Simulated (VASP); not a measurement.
# AgO2: single point with PBE

The system is AgO2.

```xyz
3
Lattice="3.1220 -1.8029 0.0565 3.1220 1.8029 0.0565 -2.1539 0.0000 3.5678" Properties=species:S:1:pos:R:3 pbc="T T T"
Ag    2.0450    0.0000    1.8404
O    -0.0136    0.0000    0.6929
O     4.1037    0.0000    2.9880
```

The cell was generated, and may not be a known phase.

- Program: VASP 6.6.1
- Task: single point
- Functional: PBE
- Potentials or basis: VASP PAW PBE potentials, release 64 (Ag, O)
- Cutoff: 520 eV
- k mesh: 12 × 12 × 10
- Occupations: gaussian, width 0.1 eV
- Spin: no spin polarisation
- Dipole correction: no
- Further INCAR settings: ALGO = Normal; EDIFF = 1e-06; NBANDS = 18

```json
{
  "Pressure": "0.2 GPa",
  "Largest force": "0.303 eV/Å",
  "Band gap on the k mesh": "zero (an odd number of electrons rules out a gap without spin polarisation)"
}
```

Forces on the atoms (eV/Å):
```
Ag   0.000  0.000  0.000
O   -0.006  0.000  0.303
O    0.006  0.000 -0.303
```

Stress tensor (GPa, compression positive):
```
-0.35  0.00  0.00
 0.00 -0.37  0.00
 0.00  0.00  1.41
```

Levels at points of the mesh, in eV from the Fermi level:
| k point | band 9 | band 10 | band 11 | band 12 | band 13 | band 14 | band 15 | band 16 |
| --- | --- | --- | --- | --- | --- | --- | --- | --- |
| (0.00, 0.00, 0.00) | -3.16 | -3.10 | 0.78 | 0.79 | 2.20 | 5.54 | 10.80 | 13.47 |
| (0.50, 0.00, 0.00) | -2.43 | -1.67 | -1.61 | -1.45 | 4.76 | 6.50 | 6.53 | 11.06 |
| (0.50, 0.50, 0.00) | -2.85 | -2.31 | -1.51 | 0.71 | 3.97 | 6.07 | 8.09 | 10.62 |
| (0.00, 0.00, 0.50) | -1.64 | -1.63 | -0.86 | -0.85 | 2.13 | 3.57 | 7.44 | 11.45 |
| (0.50, 0.00, 0.50) | -2.85 | -2.30 | -1.52 | 0.72 | 3.97 | 6.06 | 8.09 | 10.62 |
| (0.50, 0.50, 0.50) | -2.43 | -1.68 | -1.61 | -1.45 | 4.76 | 6.50 | 6.53 | 11.09 |

Run time: 4.7 min on 1 thread of Oxide Virtual Turin-like Processor, with other jobs on the host, peak memory 0.35 GiB.

Caveat: an odd number of electrons without spin polarisation forces a metal; a magnetic or distorted state may lie lower.
